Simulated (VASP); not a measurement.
# CuI (F-43m) in VASP: a series of runs

The runs below take CuI through single point, with r2SCAN, r2SCAN+D4.

All numbers are computed with VASP 6.6.1; they aren't measurements. Logs are shortened: lines on timing, memory, paths and dates and some standing lists are left out, and cuts for length are marked.

### 1 The cell of the first run

The structure is cubic, space group F-43m (No. 216). Conventional cell: a = 6.024 Å, b = 6.024 Å, c = 6.024 Å, α = 90.00°, β = 90.00°, γ = 90.00°. Within 3.4 Å of Cu (site symmetry -43m) lie 4 I at 2.61 Å. I (site symmetry -43m) has 4 Cu at 2.61 Å within 3.4 Å.

### 2 Single point, r2SCAN

File POSCAR:

```
CuI
1.0
    0.0000000000      3.0120291112      3.0120291112
    3.0120291112      0.0000000000      3.0120291112
    3.0120291112      3.0120291112      0.0000000000
Cu I
1 1
Direct
    0.0000000000      0.0000000000      0.0000000000
    0.2500000000      0.2500000000      0.2500000000
```

File INCAR.step1:

```
SYSTEM = CuI
PREC = Accurate ; ENCUT = 520
ISMEAR = -1 ; SIGMA = 0.05
LREAL = .FALSE. ; LASPH = .TRUE.
NELM = 100 ; NBANDS = 16
GGA = PE ; ALGO = Normal
EDIFF = 1E-4 ; LWAVE = .TRUE.
LCHARG = .FALSE.
```

File INCAR.step2:

```
SYSTEM = CuI
PREC = Accurate ; ENCUT = 520
EDIFF = 1E-6 ; ISMEAR = -1
SIGMA = 0.05 ; LREAL = .FALSE.
LASPH = .TRUE. ; NELM = 100
ALGO = Normal ; ISIF = 2
LWAVE = .FALSE. ; LCHARG = .FALSE.
METAGGA = R2SCAN ; LMIXTAU = .TRUE.
NBANDS = 16 ; ISTART = 1
```

File KPOINTS:

```
regular mesh
0
G
  6 6 6
  0 0 0
```

Potentials or basis: VASP PAW PBE potentials, release 64 (Cu, I).

Launch:

```console
cat potpaw_PBE.64/Cu/POTCAR potpaw_PBE.64/I/POTCAR > POTCAR
cp INCAR.step1 INCAR
mpirun -np 1 vasp_std > vasp.out
cp INCAR.step2 INCAR
mpirun -np 1 vasp_std > vasp.out
```

OUTCAR:

```text
SYSTEM = CuI
   PREC = Accurate
   ENCUT = 520
   EDIFF = 1E-6
   ISMEAR = -1
   LREAL = .FALSE.
   LASPH = .TRUE.
   NELM = 100
   ISIF = 2
   METAGGA = R2SCAN
   ISTART = 1

 ion  position               nearest neighbor table
   1  0.000  0.000  0.000-   2 2.61   2 2.61   2 2.61   2 2.61
   2  0.250  0.250  0.250-   1 2.61   1 2.61   1 2.61   1 2.61

  LATTYP: Found a face centered cubic cell.
 ALAT       =     6.0240582224

  Lattice vectors:

 A1 = (   0.0000000000,   3.0120291112,   3.0120291112)
 A2 = (   3.0120291112,   0.0000000000,   3.0120291112)
 A3 = (   3.0120291112,   3.0120291112,   0.0000000000)

Analysis of symmetry for initial positions (statically):
[... 5 lines left out ...]
 face centered cubic supercell.

 Subroutine GETGRP returns: Found 24 space group operations
 (whereof 24 operations were pure point group operations)
 out of a pool of 48 trial point group operations.

The static configuration has the point symmetry T_d .

Analysis of symmetry for dynamics (positions and initial velocities):
[... 5 lines left out ...]
 face centered cubic supercell.

 Subroutine GETGRP returns: Found 24 space group operations
 (whereof 24 operations were pure point group operations)
 out of a pool of 48 trial point group operations.

The dynamic configuration has the point symmetry T_d .

 Subroutine INISYM returns: Found 24 space group operations
 (whereof 24 operations are pure point group operations),
 and found     1 'primitive' translations

----------------------------------------------------------------------------------------

                                     Primitive cell

  volume of cell :      54.6522

  direct lattice vectors                    reciprocal lattice vectors
     0.000000000  3.012029111  3.012029111    -0.166001052  0.166001052  0.166001052
     3.012029111  0.000000000  3.012029111     0.166001052 -0.166001052  0.166001052
     3.012029111  3.012029111  0.000000000     0.166001052  0.166001052 -0.166001052

  length of vectors
     4.259652419  4.259652419  4.259652419     0.287522256  0.287522256  0.287522256

  position of ions in fractional coordinates (direct lattice)
     0.000000000  0.000000000  0.000000000
     0.250000000  0.250000000  0.250000000

  ion indices of the primitive-cell ions
   primitive index   ion index
                 1           1
                 2           2

----------------------------------------------------------------------------------------

 KPOINTS: regular mesh

Automatic generation of k-mesh.
 Grid dimensions read from file:
 generate k-points for:    6    6    6

 Generating k-lattice:

  Cartesian coordinates                     Fractional coordinates (reciprocal lattice)
    -0.027666842  0.027666842  0.027666842     0.166666667  0.000000000  0.000000000
     0.027666842 -0.027666842  0.027666842     0.000000000  0.166666667  0.000000000
     0.027666842  0.027666842 -0.027666842     0.000000000  0.000000000  0.166666667

  Length of vectors
     0.047920376  0.047920376  0.047920376

  Shift w.r.t. Gamma in fractional coordinates (k-lattice)
     0.000000000  0.000000000  0.000000000

 Subroutine IBZKPT returns following result:
 ===========================================

 Found     16 irreducible k-points:

 Following reciprocal coordinates:
[... 6 lines left out ...]
  0.333333  0.166667  0.000000     24.000000
[... 8 lines left out ...]
 -0.333333  0.333333  0.166667     24.000000
 -0.333333  0.500000  0.166667     12.000000
   k-points           NKPTS =     16   k-points in BZ     NKDIM =     16   number of bands    NBANDS=     16
   number of dos      NEDOS =    301   number of ions     NIONS =      2
   total plane-waves  NPLWV =  32768
   dimension x,y,z NGX =    32 NGY =   32 NGZ =   32
   dimension x,y,z NGXF=    64 NGYF=   64 NGZF=   64
   ions per type =               1   1
   NGX,Y,Z   is equivalent  to a cutoff of  12.49, 12.49, 12.49 a.u.
   NGXF,Y,Z  is equivalent  to a cutoff of  24.98, 24.98, 24.98 a.u.
 SYSTEM =  CuI
   PREC   = accura    normal or accurate (medium, high low for compatibility)
   ISTART =      1    job   : 0-new  1-cont  2-samecut
   ICHARG =      0    charge: 1-file 2-atom 10-const
   ISPIN  =      1    spin polarized calculation?
   LNONCOLLINEAR =      F non collinear calculations
   LSORBIT =      F    spin-orbit coupling
   LASPH  =      T    aspherical Exc in radial PAW
   ENCUT  =  520.0 eV  38.22 Ry    6.18 a.u.   7.92  7.92  7.92*2*pi/ulx,y,z
   NELM   =    100;   NELMIN=  2; NELMDL=  0     # of ELM steps
   EDIFF  = 0.1E-05   stopping-criterion for ELM
   LREAL  =      F    real-space projection
   EDIFFG = 0.1E-04   stopping-criterion for IOM
   NSW    =      0    number of steps for IOM
   IBRION =     -1    ionic relax: 0-MD 1-quasi-New 2-CG
   NFREE  =      0    steps in history (QN), initial steepest desc. (CG)
   ISIF   =      2    stress and relaxation
   ISYM   =      2    0-nonsym 1-usesym 2-fastsym
   POTIM  = 0.5000    time-step for ionic-motion
   TEBEG  =    0.0;   TEEND  =   0.0 temperature during run
   PSTRESS=    0.0 pullay stress
   NELECT =      18.0000    total number of electrons
   NUPDOWN=      -1.0000    fix difference up-down
   EMIN   =  10.00;   EMAX   =-10.00  energy-range for DOS
[... 5 lines left out ...]
     AMIX     =   0.40;   BMIX     =  1.00
     AMIX_MAG =   1.60;   BMIX_MAG =  1.00
  volume/ion in A,a.u.               =      27.33       184.41
  Fermi-wavevector in a.u.,A,eV,Ry     =   1.130568  2.136463 17.390734  1.278183
  Thomas-Fermi vector in A             =   2.267264
   LORBIT       =      0    0 simple, 1 ext, 2 COOP (PROOUT), +10 PAW based schemes
   METAGGA = R2SCAN    functional components
   LHFCALC =     F    Hartree Fock is set to
   AEXX    =    0.0000 exact exchange contribution
   IVDW    =     0    specifies the selected vdW correction
   LEPSILON=     F    determine dielectric tensor
   LRPA    =     F    only Hartree local field effects (RPA)
 non-spin polarized calculation
  energy-cutoff  :      520.00
  volume of cell :       54.65
 maximum number of plane-waves:      1488
   NGX = 15   NGY = 15   NGZ = 15

 number of electron      18.0000016 magnetization

 Free energy of the ion-electron system (eV)
  ---------------------------------------------------
  ext. energy  EPLUGINS =         0.00000000
  ---------------------------------------------------
  free energy    TOTEN  =       -35.79373869 eV

  energy without entropy =      -35.79373869  energy(sigma->0) =      -35.79373869

 E-fermi :   5.3384     XC(G=0):  -9.5448

 val. band max:        4.4709561309   @ k =   0.0000   0.0000   0.0000
 cond. band min:       6.1421827297   @ k =   0.0000   0.0000   0.0000
 fundamental gap:      1.6712265989
 Fermi energy:         5.3384336637

 k-point     1 :       0.0000    0.0000    0.0000
  band No.  band energies     occupation
      1     -10.1590      2.00000
      2       0.5820      2.00000
      3       0.5820      2.00000
      4       0.5820      2.00000
      5       2.5551      2.00000
      6       2.5551      2.00000
[... 8 lines left out ...]
     15      14.5012      0.00000
     16      14.5012      0.00000

 k-point     2 :       0.1667    0.0000    0.0000
  band No.  band energies     occupation
      1     -10.0215      2.00000
      2       0.0698      2.00000
      3       0.5912      2.00000
      4       0.5912      2.00000
      5       2.5456      2.00000
      6       2.5457      2.00000
[... 8 lines left out ...]
     15      13.6201      0.00000
     16      14.1124      0.00000

 k-point     3 :       0.3333    0.0000    0.0000
  band No.  band energies     occupation
      1      -9.7184      2.00000
      2      -0.9466      2.00000
      3       0.6027      2.00000
      4       0.6027      2.00000
      5       2.5564      2.00000
      6       2.5565      2.00000
[... 8 lines left out ...]
     15      14.1623      0.00000
     16      14.1623      0.00000

 k-point     4 :       0.5000    0.0000    0.0000
  band No.  band energies     occupation
      1      -9.5493      2.00000
      2      -1.4451      2.00000
      3       0.6045      2.00000
      4       0.6046      2.00000
      5       2.5836      2.00000
      6       2.5837      2.00000
[... 8 lines left out ...]
     15      15.9140      0.00000
     16      15.9140      0.00000

 k-point     5 :       0.1667    0.1667    0.0000
  band No.  band energies     occupation
      1      -9.9755      2.00000
      2       0.0249      2.00000
      3       0.5489      2.00000
      4       0.5489      2.00000
      5       2.4988      2.00000
      6       2.5785      2.00000
[... 8 lines left out ...]
     15      14.7879      0.00000
     16      15.1099      0.00000

 k-point     6 :       0.3333    0.1667    0.0000
  band No.  band energies     occupation
      1      -9.7249      2.00000
      2      -0.6797      2.00000
      3       0.4634      2.00000
      4       0.5384      2.00000
      5       2.4812      2.00000
      6       2.5958      2.00000
[... 8 lines left out ...]
     15      15.0971      0.00000
     16      15.4990      0.00000
[... 115 lines left out ...]
 k-point    13 :       0.5000    0.5000    0.0000
  band No.  band energies     occupation
      1      -9.3413      2.00000
      2      -1.4167      2.00000
      3       0.4517      2.00000
      4       0.4517      2.00000
      5       2.5153      2.00000
      6       2.6339      2.00000
[... 8 lines left out ...]
     15      16.2570      0.00000
     16      17.0920      0.00000

 k-point    14 :       0.5000    0.3333    0.1667
  band No.  band energies     occupation
      1      -9.5085      2.00000
      2      -0.9559      2.00000
      3       0.0675      2.00000
      4       0.5264      2.00000
      5       2.4877      2.00000
      6       2.5698      2.00000
[... 8 lines left out ...]
     15      16.1045      0.00000
     16      17.1910      0.00000

 k-point    15 :      -0.3333    0.3333    0.1667
  band No.  band energies     occupation
      1      -9.3926      2.00000
      2      -1.0085      2.00000
      3      -0.2432      2.00000
      4       0.4813      2.00000
      5       2.4475      2.00000
      6       2.5523      2.00000
[... 8 lines left out ...]
     15      16.2685      0.00000
     16      16.9022      0.00000

 k-point    16 :      -0.3333    0.5000    0.1667
  band No.  band energies     occupation
      1      -9.3382      2.00000
      2      -1.1103      2.00000
      3      -0.0959      2.00000
      4       0.3781      2.00000
      5       2.4929      2.00000
      6       2.5014      2.00000
[... 8 lines left out ...]
     15      16.5793      0.00000
     16      17.2499      0.00000

------------------------ aborting loop because EDIFF is reached ----------------------------------------

  FORCE on cell =-STRESS in cart. coord.  units (eV):
  Direction    XX          YY          ZZ          XY          YZ          ZX
  --------------------------------------------------------------------------------------
  -------------------------------------------------------------------------------------
  Total       -0.0171726     -0.0171726     -0.0171726     -0.0000000     -0.0000000     -0.0000000
  in kB       -0.5034310     -0.5034310     -0.5034310     -0.0000000     -0.0000000     -0.0000000
  external PRESSURE =      -0.5034310 kB  Pullay stress =       0.0000000 kB

 VOLUME and BASIS-vectors are now :
 -----------------------------------------------------------------------------
  energy-cutoff  :      520.00
  volume of cell :       54.65
      direct lattice vectors                 reciprocal lattice vectors
     0.000000000  3.012029111  3.012029111    -0.166001052  0.166001052  0.166001052
     3.012029111  0.000000000  3.012029111     0.166001052 -0.166001052  0.166001052
     3.012029111  3.012029111  0.000000000     0.166001052  0.166001052 -0.166001052

 POSITION                                       TOTAL-FORCE (eV/Angst)
 -----------------------------------------------------------------------------------
      0.00000      0.00000      0.00000         0.000000      0.000000      0.000000
      1.50601      1.50601      1.50601        -0.000000     -0.000000     -0.000000
 -----------------------------------------------------------------------------------
    total drift:                                0.000010      0.000010      0.000010

  FREE ENERGIE OF THE ION-ELECTRON SYSTEM (eV)
  ---------------------------------------------------
  free  energy   TOTEN  =       -35.7937386907 eV

  energy  without entropy=      -35.7937386890  energy(sigma->0) =      -35.79373869
```

Wall time 51 s (1 thread of AMD EPYC 7R43 (Zen 3), shared host); peak memory 0.15 GiB.

What came out:

```yaml
Free_energy: -35.7937 eV
Pressure: -0.1 GPa
Band_gap_on_the_k_mesh: 1.67 eV, direct
```

Caveat: the PAW data sets were made with another functional, which shifts forces and pressure a little; spin-orbit coupling is left out, which moves the levels of the heavy elements.

### 3 Single point, r2SCAN

POSCAR is that of step 2.

File INCAR.step1:

```
SYSTEM = CuI
ALGO = Normal
EDIFF = 1E-4
ENCUT = 520
GGA = PE
ISMEAR = 0
LASPH = .True.
LCHARG = .False.
LREAL = .False.
LWAVE = .True.
NBANDS = 16
NELM = 60
PREC = Accurate
SIGMA = 0.01
```

File INCAR.step2:

```
SYSTEM = CuI
ALGO = Normal
EDIFF = 1E-6
ENCUT = 520
ISIF = 2
ISMEAR = 0
ISTART = 1
LASPH = .True.
LCHARG = .False.
LMIXTAU = .True.
LREAL = .False.
LWAVE = .False.
METAGGA = R2SCAN
NBANDS = 16
NELM = 60
PREC = Accurate
SIGMA = 0.01
```

File KPOINTS:

```
k-points
0
Gamma
  6 6 6
  0 0 0
```

Potentials or basis: VASP PAW PBE potentials, release 64 (Cu, I).

Launch:

```console
cat potpaw_PBE.64/Cu/POTCAR potpaw_PBE.64/I/POTCAR > POTCAR
cp INCAR.step1 INCAR
mpirun -np 1 vasp_std > vasp.out
cp INCAR.step2 INCAR
mpirun -np 1 vasp_std > vasp.out
```

It took 50 s on 1 thread of AMD EPYC 7R43 (Zen 3), shared host; peak memory 0.15 GiB.

The run converged. Its results:

| Property | Result |
| --- | --- |
| Free energy | -35.7937 eV |
| Pressure | -0.1 GPa |
| Band gap on the k mesh | 1.67 eV, direct |

Levels at points of the mesh, in eV from the valence-band top:
```tsv
k point	band 7	band 8	band 9	band 10	band 11	band 12
(0.00, 0.00, 0.00)	0.00	0.00	0.00	1.67	5.22	5.22
(0.50, 0.00, 0.00)	-1.85	-0.74	-0.74	2.57	5.73	5.73
(0.50, 0.50, 0.00)	-1.82	-1.57	-1.57	2.90	3.17	9.94
```

Caveat: the PAW data sets were made with another functional, which shifts forces and pressure a little; spin-orbit coupling is left out, which moves the levels of the heavy elements.

(Part 1 of 2 ends here.)
